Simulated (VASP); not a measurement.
# ZnS (I-4m2) in VASP: further runs

Runs on ZnS. Level: r2SCAN. Tasks: single point.

All numbers are computed with VASP 6.6.1; they aren't measurements. Logs are shortened: lines on timing, memory, paths and dates and some standing lists are left out, and cuts for length are marked.

## Step 1: The cell of the first run

The structure is tetragonal, space group I-4m2 (No. 119). Conventional cell: a = 3.341 Å, b = 3.341 Å, c = 7.088 Å, α = 90.00°, β = 90.00°, γ = 90.00°. Zn (site symmetry -4m2) has 4 S at 2.44 Å within 3.2 Å. S (site symmetry -4m2) has 4 Zn at 2.44 Å within 3.2 Å.

## Step 2: Single point, r2SCAN

Contents of POSCAR:

```
ZnS
1.0
    0.0000000000      2.3627294039      3.5440941059
    2.3627294039      0.0000000000      3.5440941059
    2.3627294039      2.3627294039      0.0000000000
Zn S
1 1
Direct
    0.0000000000      0.0000000000      0.0000000000
    0.7500000000      0.7500000000      0.7500000000
```

Contents of INCAR.step1:

```
SYSTEM = ZnS
PREC = Accurate ; ENCUT = 520
ISMEAR = 0 ; SIGMA = 0.05
LREAL = .False. ; LASPH = .True.
NELM = 100 ; NBANDS = 16
GGA = PE ; ALGO = Normal
EDIFF = 1E-4 ; LWAVE = .True.
LCHARG = .False.
```

Contents of INCAR.step2:

```
SYSTEM = ZnS
PREC = Accurate ; ENCUT = 520
EDIFF = 1E-7 ; ISMEAR = 0
SIGMA = 0.05 ; LREAL = .False.
LASPH = .True. ; NELM = 100
ALGO = Normal ; ISIF = 2
LWAVE = .False. ; LCHARG = .False.
METAGGA = R2SCAN ; LMIXTAU = .True.
NBANDS = 16 ; ISTART = 1
```

Contents of KPOINTS:

```
regular mesh
0
Gamma
  8 8 8
  0 0 0
```

Potentials or basis: VASP PAW PBE potentials, release 64 (Zn, S).

The run is started by

```console
$ cat potpaw_PBE.64/Zn/POTCAR potpaw_PBE.64/S/POTCAR > POTCAR
$ cp INCAR.step1 INCAR
$ mpirun -np 1 vasp_std > vasp.out
$ cp INCAR.step2 INCAR
$ mpirun -np 1 vasp_std > vasp.out
```

OUTCAR:

```text
SYSTEM = ZnS
   PREC = Accurate
   ENCUT = 520
   EDIFF = 1E-7
   ISMEAR = 0
   LREAL = .False.
   LASPH = .True.
   NELM = 100
   ISIF = 2
   METAGGA = R2SCAN
   ISTART = 1

 ion  position               nearest neighbor table
   1  0.000  0.000  0.000-   2 2.44   2 2.44   2 2.44   2 2.44
   2  0.750  0.750  0.750-   1 2.44   1 2.44   1 2.44   1 2.44

  LATTYP: Found a body centered tetragonal cell.
 ALAT       =     3.3414039672
 C/A-ratio  =     2.1213203436

  Lattice vectors:

 A1 = (  -2.3627294039,   0.0000000000,   3.5440941059)
 A2 = (   2.3627294039,   0.0000000000,   3.5440941059)
 A3 = (   0.0000000000,   2.3627294039,  -3.5440941059)

Analysis of symmetry for initial positions (statically):
=====================================================================
 Subroutine PRICEL returns:
 Original cell was already a primitive cell.

 Routine SETGRP: Setting up the symmetry group for a
 body centered tetragonal supercell.

 Subroutine GETGRP returns: Found  8 space group operations
 (whereof  8 operations were pure point group operations)
 out of a pool of 16 trial point group operations.

The static configuration has the point symmetry D_2d.

Analysis of symmetry for dynamics (positions and initial velocities):
=====================================================================
 Subroutine PRICEL returns:
 Original cell was already a primitive cell.

 Routine SETGRP: Setting up the symmetry group for a
 body centered tetragonal supercell.

 Subroutine GETGRP returns: Found  8 space group operations
 (whereof  8 operations were pure point group operations)
 out of a pool of 16 trial point group operations.

The dynamic configuration has the point symmetry D_2d.

 Subroutine INISYM returns: Found  8 space group operations
 (whereof  8 operations are pure point group operations),
 and found     1 'primitive' translations

----------------------------------------------------------------------------------------

                                     Primitive cell

  volume of cell :      39.5697

  direct lattice vectors                    reciprocal lattice vectors
     0.000000000  2.362729404  3.544094106    -0.211619663  0.211619663  0.141079775
     2.362729404  0.000000000  3.544094106     0.211619663 -0.211619663  0.141079775
     2.362729404  2.362729404  0.000000000     0.211619663  0.211619663 -0.141079775

  length of vectors
     4.259471008  4.259471008  3.341403967     0.330861401  0.330861401  0.330861401

  position of ions in fractional coordinates (direct lattice)
     0.000000000  0.000000000  0.000000000
     0.750000000  0.750000000  0.750000000

  ion indices of the primitive-cell ions
   primitive index   ion index
                 1           1
                 2           2

----------------------------------------------------------------------------------------

 KPOINTS: regular mesh

Automatic generation of k-mesh.
 Grid dimensions read from file:
 generate k-points for:    8    8    8

 Generating k-lattice:

  Cartesian coordinates                     Fractional coordinates (reciprocal lattice)
    -0.026452458  0.026452458  0.017634972     0.125000000  0.000000000  0.000000000
     0.026452458 -0.026452458  0.017634972     0.000000000  0.125000000  0.000000000
     0.026452458  0.026452458 -0.017634972    -0.000000000 -0.000000000  0.125000000

  Length of vectors
     0.041357675  0.041357675  0.041357675

  Shift w.r.t. Gamma in fractional coordinates (k-lattice)
     0.000000000  0.000000000  0.000000000

 Subroutine IBZKPT returns following result:
 ===========================================

 Found     59 irreducible k-points:

 Following reciprocal coordinates:
            Coordinates               Weight
  0.000000  0.000000  0.000000      1.000000
  0.125000  0.000000  0.000000      8.000000
  0.250000  0.000000  0.000000      8.000000
  0.375000  0.000000  0.000000      8.000000
  0.500000  0.000000  0.000000      4.000000
  0.125000  0.125000  0.000000      2.000000
[... 16 lines left out ...]
  0.250000  0.000000  0.125000     16.000000
  0.375000  0.000000  0.125000     16.000000
 [... further k-points ...]
   k-points           NKPTS =     59   k-points in BZ     NKDIM =     59   number of bands    NBANDS=     16
   number of dos      NEDOS =    301   number of ions     NIONS =      2
   total plane-waves  NPLWV =  28672
   dimension x,y,z NGX =    32 NGY =   32 NGZ =   28
   dimension x,y,z NGXF=    64 NGYF=   64 NGZF=   56
   ions per type =               1   1
   NGX,Y,Z   is equivalent  to a cutoff of  12.49, 12.49, 13.93 a.u.
   NGXF,Y,Z  is equivalent  to a cutoff of  24.98, 24.98, 27.86 a.u.
 SYSTEM =  ZnS
   PREC   = accura    normal or accurate (medium, high low for compatibility)
   ISTART =      1    job   : 0-new  1-cont  2-samecut
   ICHARG =      0    charge: 1-file 2-atom 10-const
   ISPIN  =      1    spin polarized calculation?
   LNONCOLLINEAR =      F non collinear calculations
   LSORBIT =      F    spin-orbit coupling
   LASPH  =      T    aspherical Exc in radial PAW
   ENCUT  =  520.0 eV  38.22 Ry    6.18 a.u.   7.92  7.92  6.21*2*pi/ulx,y,z
   NELM   =    100;   NELMIN=  2; NELMDL=  0     # of ELM steps
   EDIFF  = 0.1E-06   stopping-criterion for ELM
   LREAL  =      F    real-space projection
   EDIFFG = 0.1E-05   stopping-criterion for IOM
   NSW    =      0    number of steps for IOM
   IBRION =     -1    ionic relax: 0-MD 1-quasi-New 2-CG
   NFREE  =      0    steps in history (QN), initial steepest desc. (CG)
   ISIF   =      2    stress and relaxation
   ISYM   =      2    0-nonsym 1-usesym 2-fastsym
   POTIM  = 0.5000    time-step for ionic-motion
   TEBEG  =    0.0;   TEEND  =   0.0 temperature during run
   PSTRESS=    0.0 pullay stress
   NELECT =      18.0000    total number of electrons
   NUPDOWN=      -1.0000    fix difference up-down
   EMIN   =  10.00;   EMAX   =-10.00  energy-range for DOS
   EFERMI =   0.00;   METHOD = LEGACY
   ISMEAR =     0;   SIGMA  =   0.05  broadening in eV -4-tet -1-fermi 0-gaus
   EFERMI_NEDOS =   21; number of points for ismear=-14 and -15
   IALGO  =     38    algorithm
   IMIX   =      4    mixing-type and parameters
     AMIX     =   0.40;   BMIX     =  1.00
     AMIX_MAG =   1.60;   BMIX_MAG =  1.00
  volume/ion in A,a.u.               =      19.78       133.51
  Fermi-wavevector in a.u.,A,eV,Ry     =   1.259055  2.379268 21.568210  1.585219
  Thomas-Fermi vector in A             =   2.392634
   LORBIT       =      0    0 simple, 1 ext, 2 COOP (PROOUT), +10 PAW based schemes
   METAGGA = R2SCAN    functional components
   LHFCALC =     F    Hartree Fock is set to
   AEXX    =    0.0000 exact exchange contribution
   IVDW    =     0    specifies the selected vdW correction
   LEPSILON=     F    determine dielectric tensor
   LRPA    =     F    only Hartree local field effects (RPA)
 non-spin polarized calculation
 Gauss-broadening in eV      SIGMA  =   0.05
  energy-cutoff  :      520.00
  volume of cell :       39.57
 maximum number of plane-waves:      1089
   NGX = 15   NGY = 15   NGZ = 13

 number of electron      18.0000006 magnetization

 Free energy of the ion-electron system (eV)
  ---------------------------------------------------
  ext. energy  EPLUGINS =         0.00000000
  ---------------------------------------------------
  free energy    TOTEN  =       -17.91610021 eV

  energy without entropy =      -17.91609167  energy(sigma->0) =      -17.91609594

 E-fermi :   2.8974     XC(G=0): -10.3570

 val. band max:        2.7918652194   @ k =  -0.1250   0.1250   0.0000
 cond. band min:       2.9792915338   @ k =   0.0000   0.0000   0.0000
 fundamental gap:      0.1874263144
 Fermi energy:         2.8973577828

 k-point     1 :       0.0000    0.0000    0.0000
  band No.  band energies     occupation
      1     -11.4932      2.00000
      2      -4.8883      2.00000
      3      -4.5551      2.00000
      4      -4.5551      2.00000
      5      -4.4149      2.00000
      6      -4.3318      2.00000
[... 8 lines left out ...]
     15      13.3595      0.00000
     16      15.3362      0.00000

 k-point     2 :       0.1250    0.0000    0.0000
  band No.  band energies     occupation
      1     -11.3548      2.00000
      2      -4.8718      2.00000
      3      -4.5813      2.00000
      4      -4.5400      2.00000
      5      -4.3899      2.00000
      6      -4.3438      2.00000
[... 8 lines left out ...]
     15      14.2609      0.00000
     16      16.7848      0.00000

 k-point     3 :       0.2500    0.0000    0.0000
  band No.  band energies     occupation
      1     -10.9902      2.00000
      2      -4.8397      2.00000
      3      -4.6129      2.00000
      4      -4.5058      2.00000
      5      -4.3706      2.00000
      6      -4.3185      2.00000
[... 8 lines left out ...]
     15      15.4780      0.00000
     16      15.4946      0.00000

 k-point     4 :       0.3750    0.0000    0.0000
  band No.  band energies     occupation
      1     -10.5692      2.00000
      2      -4.8078      2.00000
      3      -4.5541      2.00000
      4      -4.4796      2.00000
      5      -4.3896      2.00000
      6      -4.2430      2.00000
[... 8 lines left out ...]
     15      15.0841      0.00000
     16      15.7679      0.00000
[... 324 lines left out ...]
 k-point    22 :       0.1250    0.0000    0.1250
  band No.  band energies     occupation
      1     -11.2632      2.00000
      2      -4.8536      2.00000
      3      -4.5923      2.00000
      4      -4.5584      2.00000
      5      -4.3707      2.00000
      6      -4.3520      2.00000
[... 8 lines left out ...]
     15      15.3973      0.00000
     16      15.4997      0.00000

 k-point    23 :       0.2500    0.0000    0.1250
  band No.  band energies     occupation
      1     -10.9370      2.00000
      2      -4.8250      2.00000
      3      -4.6281      2.00000
      4      -4.5310      2.00000
      5      -4.3881      2.00000
      6      -4.2970      2.00000
[... 8 lines left out ...]
     15      14.2756      0.00000
     16      16.7430      0.00000

 k-point    24 :       0.3750    0.0000    0.1250
  band No.  band energies     occupation
      1     -10.5230      2.00000
      2      -4.8042      2.00000
      3      -4.5989      2.00000
      4      -4.4993      2.00000
      5      -4.4049      2.00000
      6      -4.2058      2.00000
[... 8 lines left out ...]
     15      14.9534      0.00000
     16      17.1508      0.00000

 [... further k-points ...]
[... 5 lines left out ...]
  --------------------------------------------------------------------------------------
  -------------------------------------------------------------------------------------
  Total        2.0307234      2.0307234     -6.3030877      0.0000000      0.0000000      0.0000000
  in kB       82.2239132     82.2239132   -255.2117817      0.0000000      0.0000000      0.0000000
  external PRESSURE =     -30.2546518 kB  Pullay stress =       0.0000000 kB

 VOLUME and BASIS-vectors are now :
 -----------------------------------------------------------------------------
  energy-cutoff  :      520.00
  volume of cell :       39.57
      direct lattice vectors                 reciprocal lattice vectors
     0.000000000  2.362729404  3.544094106    -0.211619663  0.211619663  0.141079775
     2.362729404  0.000000000  3.544094106     0.211619663 -0.211619663  0.141079775
     2.362729404  2.362729404  0.000000000     0.211619663  0.211619663 -0.141079775

 POSITION                                       TOTAL-FORCE (eV/Angst)
 -----------------------------------------------------------------------------------
      0.00000      0.00000      0.00000        -0.000000     -0.000000      0.000000
      3.54409      3.54409      5.31614         0.000000      0.000000     -0.000000
 -----------------------------------------------------------------------------------
    total drift:                                0.000131      0.000131     -0.001845

  FREE ENERGIE OF THE ION-ELECTRON SYSTEM (eV)
  ---------------------------------------------------
  free  energy   TOTEN  =       -17.9161002105 eV

  energy  without entropy=      -17.9160916725  energy(sigma->0) =      -17.91609594
```

It took 71 s on 1 thread of Intel Xeon 6975P-C (Granite Rapids), shared host; peak memory 0.19 GiB.

What came out:

| Quantity | Value |
| --- | --- |
| Free energy | -17.9161 eV |
| Pressure | -3.0 GPa |
| Band gap on the k mesh | 0.19 eV, indirect (least direct gap 0.28 eV) |

Caveat: the PAW data sets were made with another functional, which shifts forces and pressure a little. A k mesh can miss the band edges.

## Step 3: Single point, r2SCAN

This run uses another cell than the first one, of the same volume but with other edges.

Contents of POSCAR:

```
ZnS
1.0
    0.0000000000      2.7417046046      2.6320364204
    2.7417046046      0.0000000000      2.6320364204
    2.7417046046      2.7417046046      0.0000000000
Zn S
1 1
Direct
    0.0000000000      0.0000000000      0.0000000000
    0.7500000000      0.7500000000      0.7500000000
```

Contents of INCAR.step1:

```
ALGO = Normal
EDIFF = 1E-4
ENCUT = 520
GGA = PE
ISMEAR = 0
LASPH = T
LCHARG = F
LREAL = F
LWAVE = T
NBANDS = 16
NELM = 60
PREC = Accurate
SIGMA = 0.05
```

Contents of INCAR.step2:

```
ALGO = Normal
EDIFF = 1E-6
ENCUT = 520
ISIF = 2
ISMEAR = 0
ISTART = 1
LASPH = T
LCHARG = T
LELF = T
LMIXTAU = T
LREAL = F
LVHAR = T
LWAVE = F
METAGGA = R2SCAN
NBANDS = 16
NELM = 60
PREC = Accurate
SIGMA = 0.05
```

Contents of KPOINTS:

```
k-points
0
Gamma
  8 8 8
```

Potentials or basis: VASP PAW PBE potentials, release 64 (Zn, S).

The run is started by

```console
$ cat potpaw_PBE.64/Zn/POTCAR potpaw_PBE.64/S/POTCAR > POTCAR
$ cp INCAR.step1 INCAR
$ mpirun -np 1 vasp_std > vasp.out
$ cp INCAR.step2 INCAR
$ mpirun -np 1 vasp_std > vasp.out
```

It took 57 s on 1 thread of Intel Xeon 6975P-C (Granite Rapids), shared host; peak memory 0.18 GiB.

Results (log left out):

```
Free energy            : -18.8598 eV
Pressure               : -0.9 GPa
Band gap on the k mesh : 2.57 eV, direct
```

Stress tensor (GPa, compression positive):
```
-1.46  0.00  0.00
 0.00 -1.46  0.00
 0.00  0.00  0.19
```

Levels at points of the mesh, in eV from the valence-band top:
```csv
k point,band 5,band 6,band 7,band 8,band 9,band 10,band 11,band 12,band 13,band 14
"(0.00, 0.00, 0.00)",-6.04,-6.03,-0.14,-0.14,0.00,2.57,6.83,6.83,6.83,11.87
"(0.50, 0.00, 0.00)",-6.00,-5.84,-5.45,-1.08,-0.86,3.70,7.13,7.53,9.33,12.73
"(0.50, 0.50, 0.00)",-5.95,-5.78,-4.52,-2.50,-2.50,3.51,4.12,11.96,12.65,12.65
"(0.50, 0.00, 0.50)",-5.96,-5.84,-4.77,-2.32,-2.23,3.72,4.54,11.47,12.51,12.81
```

Caveat: the PAW data sets were made with another functional, which shifts forces and pressure a little.
